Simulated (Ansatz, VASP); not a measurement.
**SiO2 in VASP and in Ansatz**

File POSCAR:

```
SiO2
1.0
    4.2688925746      0.0000000000      0.0000000000
    0.0000000000      4.2688925746      0.0000000000
    0.0000000000      0.0000000000      2.7222166888
Si O
2 4
Direct
    0.0000000000      0.0000000000      0.0000000000
    0.5000000000      0.5000000000      0.5000000000
    0.3084021612      0.3084021612      0.0000000000
    0.1915978388      0.8084021612      0.5000000000
    0.8084021612      0.1915978388      0.5000000000
    0.6915978388      0.6915978388      0.0000000000
```

The input INCAR.step1:

```
  PREC = Accurate
  ENCUT = 520
  EDIFF = 1E-5
  ISMEAR = 0
  SIGMA = 0.01
  LREAL = False
  LASPH = True
  NELM = 100
  ALGO = Normal
  ISIF = 2
  LWAVE = True
  LCHARG = False
  NBANDS = 25
  GGA = PE
  KPAR = 4
```

The input INCAR.step2:

```
  PREC = Accurate
  ENCUT = 520
  EDIFF = 1E-6
  ISMEAR = 0
  SIGMA = 0.01
  LREAL = False
  LASPH = True
  NELM = 100
  ALGO = Normal
  ISIF = 2
  LWAVE = False
  LCHARG = False
  GGA = PE
  LHFCALC = True
  HFSCREEN = 0.2079
  PRECFOCK = Fast
  NBANDS = 25
  ISTART = 1
  KPAR = 4
```

Contents of KPOINTS:

```
regular mesh
0
Gamma
  4 4 6
```

Input for Ansatz:

```yaml
crystal:
  lattice:
    - [4.2688925746, 0.0, 0.0]
    - [0.0, 4.2688925746, 0.0]
    - [0.0, 0.0, 2.7222166888]
  atoms:
    - { symbol: Si, position: [0.0, 0.0, 0.0] }
    - { symbol: Si, position: [0.5, 0.5, 0.5] }
    - { symbol: O, position: [0.3084021612, 0.3084021612, 0.0] }
    - { symbol: O, position: [0.1915978388, 0.8084021612, 0.5] }
    - { symbol: O, position: [0.8084021612, 0.1915978388, 0.5] }
    - { symbol: O, position: [0.6915978388, 0.6915978388, 0.0] }
kpoints:
  mp_grid: { grid: [4, 4, 6] }
  band_path:
    path:
      - [0.0, 0.0, 0.0]
      - [0.0, 0.5, 0.0]
      - [0.5, 0.5, 0.0]
      - [0.0, 0.0, 0.5]
      - [0.0, 0.5, 0.5]
      - [0.5, 0.5, 0.5]
      - [0.0, 0.0, -0.005208]
    npoints: 1
hamiltonian:
  xc: hse06
scf:
  occupations: { method: fixed }
  n_extra_bands: 5
output:
  forces: true
  stress: true
  eigenvalues: true
  write_density: true
  write_potential: true
  elf: true
  volumetric_format: npy
```

Change from the starting cell: hydrostatic strain +2.0%.

Alike in both runs: task single point; functional HSE06; k mesh 4 × 4 × 6; no spin polarisation.

|  | VASP | Ansatz |
| --- | --- | --- |
| version | VASP 6.6.1 | Ansatz 0.2.0 |
| potentials or method | VASP PAW PBE potentials, release 64 (Si, O) | plane waves, PAW |
| plane-wave cutoff (eV) | 520 | 420 |
| occupations | gaussian, width 0.01 eV | fixed |
| valence electrons in the cell | 32 | 32 |

Ansatz gave:

```
gap on the k mesh at the Fermi level (eV)                     : 6.66
pressure (GPa)                                                : -18.3
traceless stress, the component that is largest in VASP (GPa) : -5.03
rms of the force components (eV/Å)                            : 0.029
```

Task: Which values does VASP return?

Result: gap on the k mesh at the Fermi level (eV): 6.63; pressure (GPa): -18.4; traceless stress, the component that is largest in VASP (GPa): -4.65; rms of the force components (eV/Å): 0.023.

Atom by atom the forces differ by 0.006 eV/Å (rms over components). Ansatz's warnings: stress exchange threshold loose, stress scf threshold loose.
